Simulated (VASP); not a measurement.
# CdS (P-1) in VASP: single point with PBEsol

Aim: the single point of CdS with PBEsol.

Program: VASP 6.6.1. These are calculated values, not measurements. Logs are shortened: lines on timing, memory, paths and dates and some standing lists are left out, and cuts for length are marked.

### Step 1. The cell of the first run

The typed cell holds 4 atoms: a = 3.727 Å, b = 5.369 Å, c = 3.752 Å, α = 89.82°, β = 91.05°, γ = 90.71°.

### Step 2. Single point, PBEsol (strained and its atoms moved)

INCAR

```
PREC = Accurate
ENCUT = 520
EDIFF = 1E-6
ISMEAR = 0
SIGMA = 0.05
LREAL = False
LASPH = True
NELM = 100
ALGO = Normal
ISIF = 2
LWAVE = False
LCHARG = False
GGA = PS
NBANDS = 26
```

KPOINTS

```
Automatic mesh
0
Gamma
  10 8 10
```

POSCAR

```
CdS
1.0
    3.7267098942     -0.0231956942     -0.0343842055
   -0.0327933774      5.3690750467      0.0081570082
   -0.0343812773      0.0057691939      3.7513793654
Cd S
2 2
Direct
    0.5183555577      0.5195175258      0.2333257470
   -0.0183555577     -0.0195175258      0.7666742530
    0.4721810754      0.0030903537      0.2863999023
    0.0278189246      0.4969096463      0.7136000977
```

Potentials or basis: VASP PAW PBE potentials, release 64 (Cd, S).

Started as:

```
$ cat potpaw_PBE.64/Cd/POTCAR potpaw_PBE.64/S/POTCAR > POTCAR
$ mpirun -np 1 vasp_std > vasp.out
```

OUTCAR:

```text
PREC = Accurate
   ENCUT = 520
   EDIFF = 1E-6
   ISMEAR = 0
   LREAL = False
   LASPH = True
   NELM = 100
   ISIF = 2
   GGA = PS

 ion  position               nearest neighbor table
   1  0.518  0.520  0.233-   4 2.59   4 2.60   3 2.61   4 2.65   4 2.75   3 2.78   2 3.49   2 3.59
                             2 3.63
   2  0.982  0.980  0.767-   3 2.59   3 2.60   4 2.61   3 2.65   3 2.75   4 2.78   1 3.49   1 3.59
                             1 3.63
   3  0.472  0.003  0.286-   2 2.59   2 2.60   1 2.61   2 2.65   2 2.75   1 2.78
   4  0.028  0.497  0.714-   1 2.59   1 2.60   2 2.61   1 2.65   1 2.75   2 2.78

  LATTYP: Found a triclinic cell.
 ALAT       =     3.7515413498
 B/A-ratio  =     1.7433887348
 C/A-ratio  =     0.9934425209
 COS(alpha) =     0.0004192611
 COS(beta)  =     0.0183990315
 COS(gamma) =     0.5710400563

  Lattice vectors:

 A1 = (   0.0343812773,  -0.0057691939,  -3.7513793654)
 A2 = (   0.0015878999,   5.3633058528,  -3.7432223572)
 A3 = (   3.7267098942,  -0.0231956942,  -0.0343842055)

Analysis of symmetry for initial positions (statically):
=====================================================================
 Subroutine PRICEL returns:
 Original cell was already a primitive cell.

 Routine SETGRP: Setting up the symmetry group for a
 triclinic supercell.

 Subroutine GETGRP returns: Found  2 space group operations
 (whereof  1 operations were pure point group operations)
 out of a pool of  2 trial point group operations.

The static configuration has the point symmetry C_1 .
 The point group associated with its full space group is S_2 .

Analysis of symmetry for dynamics (positions and initial velocities):
=====================================================================
 Subroutine PRICEL returns:
 Original cell was already a primitive cell.

 Routine SETGRP: Setting up the symmetry group for a
 triclinic supercell.

 Subroutine GETGRP returns: Found  2 space group operations
 (whereof  1 operations were pure point group operations)
 out of a pool of  2 trial point group operations.

The dynamic configuration has the point symmetry C_1 .
 The point group associated with its full space group is S_2 .

 Subroutine INISYM returns: Found  2 space group operations
 (whereof  1 operations are pure point group operations),
 and found     1 'primitive' translations

----------------------------------------------------------------------------------------

                                     Primitive cell

  volume of cell :      75.0519

  direct lattice vectors                    reciprocal lattice vectors
     3.726709894 -0.023195694 -0.034384206     0.268366051  0.001635400  0.002457052
    -0.032793377  5.369075047  0.008157008     0.001156765  0.186259305 -0.000275844
    -0.034381277  0.005769194  3.751379365     0.002457261 -0.000390013  0.266591735

  length of vectors
     3.726940696  5.369181390  3.751541350     0.268382282  0.186263101  0.266603345

  position of ions in fractional coordinates (direct lattice)
     0.518355558  0.519517526  0.233325747
     0.981644442  0.980482474  0.766674253
     0.472181075  0.003090354  0.286399902
     0.027818925  0.496909646  0.713600098

  ion indices of the primitive-cell ions
   primitive index   ion index
                 1           1
                 2           2
                 3           3
                 4           4

----------------------------------------------------------------------------------------

 KPOINTS: Automatic mesh

Automatic generation of k-mesh.
 Grid dimensions read from file:
 generate k-points for:   10    8   10

 Generating k-lattice:

  Cartesian coordinates                     Fractional coordinates (reciprocal lattice)
     0.026836605  0.000163540  0.000245705     0.100000000  0.000000000  0.000000000
     0.000144596  0.023282413 -0.000034480     0.000000000  0.125000000  0.000000000
     0.000245726 -0.000039001  0.026659174     0.000000000 -0.000000000  0.100000000

  Length of vectors
     0.026838228  0.023282888  0.026660334

  Shift w.r.t. Gamma in fractional coordinates (k-lattice)
     0.000000000  0.000000000  0.000000000

 Subroutine IBZKPT returns following result:
 ===========================================

 Found    404 irreducible k-points:

 Following reciprocal coordinates:
            Coordinates               Weight
  0.000000  0.000000  0.000000      1.000000
  0.100000 -0.000000  0.000000      2.000000
  0.200000 -0.000000  0.000000      2.000000
  0.300000 -0.000000  0.000000      2.000000
  0.400000 -0.000000  0.000000      2.000000
  0.500000 -0.000000  0.000000      1.000000
[... 16 lines left out ...]
 -0.400000  0.250000 -0.000000      2.000000
 -0.300000  0.250000 -0.000000      2.000000
 [... further k-points ...]
   k-points           NKPTS =    404   k-points in BZ     NKDIM =    404   number of bands    NBANDS=     26
   number of dos      NEDOS =    301   number of ions     NIONS =      4
   total plane-waves  NPLWV =  31360
   dimension x,y,z NGX =    28 NGY =   40 NGZ =   28
   dimension x,y,z NGXF=    56 NGYF=   80 NGZF=   56
   ions per type =               2   2
   NGX,Y,Z   is equivalent  to a cutoff of  12.49, 12.39, 12.41 a.u.
   NGXF,Y,Z  is equivalent  to a cutoff of  24.98, 24.77, 24.82 a.u.
 SYSTEM =  unknown system
   PREC   = accura    normal or accurate (medium, high low for compatibility)
   ISTART =      0    job   : 0-new  1-cont  2-samecut
   ICHARG =      2    charge: 1-file 2-atom 10-const
   ISPIN  =      1    spin polarized calculation?
   LNONCOLLINEAR =      F non collinear calculations
   LSORBIT =      F    spin-orbit coupling
   LASPH  =      T    aspherical Exc in radial PAW
   ENCUT  =  520.0 eV  38.22 Ry    6.18 a.u.   6.93  9.98  6.98*2*pi/ulx,y,z
   NELM   =    100;   NELMIN=  2; NELMDL= -5     # of ELM steps
   EDIFF  = 0.1E-05   stopping-criterion for ELM
   LREAL  =      F    real-space projection
   EDIFFG = 0.1E-04   stopping-criterion for IOM
   NSW    =      0    number of steps for IOM
   IBRION =     -1    ionic relax: 0-MD 1-quasi-New 2-CG
   NFREE  =      0    steps in history (QN), initial steepest desc. (CG)
   ISIF   =      2    stress and relaxation
   ISYM   =      2    0-nonsym 1-usesym 2-fastsym
   POTIM  = 0.5000    time-step for ionic-motion
   TEBEG  =    0.0;   TEEND  =   0.0 temperature during run
   PSTRESS=    0.0 pullay stress
   NELECT =      36.0000    total number of electrons
   NUPDOWN=      -1.0000    fix difference up-down
   EMIN   =  10.00;   EMAX   =-10.00  energy-range for DOS
   EFERMI =   0.00;   METHOD = LEGACY
   ISMEAR =     0;   SIGMA  =   0.05  broadening in eV -4-tet -1-fermi 0-gaus
   EFERMI_NEDOS =   21; number of points for ismear=-14 and -15
   IALGO  =     38    algorithm
   IMIX   =      4    mixing-type and parameters
     AMIX     =   0.40;   BMIX     =  1.00
     AMIX_MAG =   1.60;   BMIX_MAG =  1.00
  volume/ion in A,a.u.               =      18.76       126.62
  Fermi-wavevector in a.u.,A,eV,Ry     =   1.281509  2.421701 22.344381  1.642266
  Thomas-Fermi vector in A             =   2.413875
   LORBIT       =      0    0 simple, 1 ext, 2 COOP (PROOUT), +10 PAW based schemes
   GGA     = PS    functional components
   LHFCALC =     F    Hartree Fock is set to
   AEXX    =    0.0000 exact exchange contribution
   IVDW    =     0    specifies the selected vdW correction
   LEPSILON=     F    determine dielectric tensor
   LRPA    =     F    only Hartree local field effects (RPA)
 non-spin polarized calculation
 Gauss-broadening in eV      SIGMA  =   0.05
  energy-cutoff  :      520.00
  volume of cell :       75.05
 maximum number of plane-waves:      2044
   NGX = 13   NGY = 19   NGZ = 13

 number of electron      36.0000008 magnetization

 Free energy of the ion-electron system (eV)
  ---------------------------------------------------
  ext. energy  EPLUGINS =         0.00000000
  ---------------------------------------------------
  free energy    TOTEN  =       -13.10561066 eV

  energy without entropy =      -13.10544919  energy(sigma->0) =      -13.10552992

 E-fermi :   3.8503     XC(G=0): -11.0381

 val. band max:        3.8150525357   @ k =   0.0000   0.2500   0.5000
 cond. band min:       4.0245461032   @ k =   0.4000  -0.0000   0.5000
 fundamental gap:      0.2094935675
 Fermi energy:         3.8502948918

 k-point     1 :       0.0000    0.0000    0.0000
  band No.  band energies     occupation
      1      -9.7826      2.00000
      2      -8.6766      2.00000
      3      -4.3657      2.00000
      4      -4.1644      2.00000
      5      -4.1540      2.00000
      6      -4.1200      2.00000
[... 18 lines left out ...]
     25      14.3321      0.00000
     26      14.4941      0.00000

 k-point     2 :       0.1000   -0.0000    0.0000
  band No.  band energies     occupation
      1      -9.7123      2.00000
      2      -8.6391      2.00000
      3      -4.3563      2.00000
      4      -4.1921      2.00000
      5      -4.1487      2.00000
      6      -4.1308      2.00000
[... 18 lines left out ...]
     25      13.8857      0.00000
     26      14.1007      0.00000

 k-point     3 :       0.2000   -0.0000    0.0000
  band No.  band energies     occupation
      1      -9.5114      2.00000
      2      -8.5428      2.00000
      3      -4.3627      2.00000
      4      -4.2586      2.00000
      5      -4.2173      2.00000
      6      -4.1857      2.00000
[... 18 lines left out ...]
     25      12.6364      0.00000
     26      13.4406      0.00000

 k-point     4 :       0.3000   -0.0000    0.0000
  band No.  band energies     occupation
      1      -9.2128      2.00000
      2      -8.4389      2.00000
      3      -4.4471      2.00000
      4      -4.3517      2.00000
      5      -4.3156      2.00000
      6      -4.2770      2.00000
[... 18 lines left out ...]
     25      12.2634      0.00000
     26      12.4262      0.00000
[... 496 lines left out ...]
      1      -8.5688      2.00000
      2      -8.3900      2.00000
      3      -4.5733      2.00000
      4      -4.5591      2.00000
      5      -4.5194      2.00000
      6      -4.4743      2.00000
[... 18 lines left out ...]
     25      11.3857      0.00000
     26      12.2531      0.00000

 k-point    23 :      -0.4000    0.2500   -0.0000
  band No.  band energies     occupation
      1      -8.7493      2.00000
      2      -8.3707      2.00000
      3      -4.5495      2.00000
      4      -4.4871      2.00000
      5      -4.4745      2.00000
      6      -4.4380      2.00000
[... 18 lines left out ...]
     25      11.2705      0.00000
     26      12.3770      0.00000

 k-point    24 :      -0.3000    0.2500   -0.0000
  band No.  band energies     occupation
      1      -9.0510      2.00000
      2      -8.4598      2.00000
      3      -4.4627      2.00000
      4      -4.3825      2.00000
      5      -4.3645      2.00000
      6      -4.3378      2.00000
[... 18 lines left out ...]
     25      11.7410      0.00000
     26      12.3029      0.00000

 [... further k-points ...]

------------------------ aborting loop because EDIFF is reached ----------------------------------------

  FORCE on cell =-STRESS in cart. coord.  units (eV):
  Direction    XX          YY          ZZ          XY          YZ          ZX
  --------------------------------------------------------------------------------------
  -------------------------------------------------------------------------------------
  Total        3.0073298      2.0894453      2.6751023      0.2277591     -0.1236384      0.2800575
  in kB       64.1992237     44.6046071     57.1069682      4.8621072     -2.6393813      5.9785511
  external PRESSURE =      55.3035997 kB  Pullay stress =       0.0000000 kB

 VOLUME and BASIS-vectors are now :
 -----------------------------------------------------------------------------
  energy-cutoff  :      520.00
  volume of cell :       75.05
      direct lattice vectors                 reciprocal lattice vectors
     3.726709894 -0.023195694 -0.034384206     0.268366051  0.001635400  0.002457052
    -0.032793377  5.369075047  0.008157008     0.001156765  0.186259305 -0.000275844
    -0.034381277  0.005769194  3.751379365     0.002457261 -0.000390013  0.266591735

 POSITION                                       TOTAL-FORCE (eV/Angst)
 -----------------------------------------------------------------------------------
      1.90670      2.77865      0.86171         0.086067     -0.403845     -0.259828
      3.59979      5.24594      2.85033        -0.086067      0.403845      0.259828
      1.74973      0.00729      1.05818         0.285715      0.263673     -0.523834
      0.06284      2.67142      2.68008        -0.285715     -0.263673      0.523834
 -----------------------------------------------------------------------------------
    total drift:                                0.000000     -0.000000     -0.000000

  FREE ENERGIE OF THE ION-ELECTRON SYSTEM (eV)
  ---------------------------------------------------
  free  energy   TOTEN  =       -13.1056106583 eV

  energy  without entropy=      -13.1054491916  energy(sigma->0) =      -13.10552992
```

Wall time 11 min (1 thread of Intel Xeon Platinum 8259CL at 2.50GHz (Skylake/Cascade Lake), shared host); peak memory 0.67 GiB.

Results:

```
Free energy            : -13.1056 eV
Pressure               : 5.5 GPa
Largest force          : 0.652 eV/Å
Band gap on the k mesh : zero (bands 18 and 19 overlap by 0.12 eV)
```

Forces on the atoms (eV/Å):
```
Cd   0.086 -0.404 -0.260
Cd  -0.086  0.404  0.260
S    0.286  0.264 -0.524
S   -0.286 -0.264  0.524
```

Caveat: the cell differs from its parent crystal (strained and its atoms moved); the cell stands under pressure; semilocal functionals underestimate gaps, so a narrow gap can read as zero; the PAW data sets were made with another functional, which shifts forces and pressure a little.
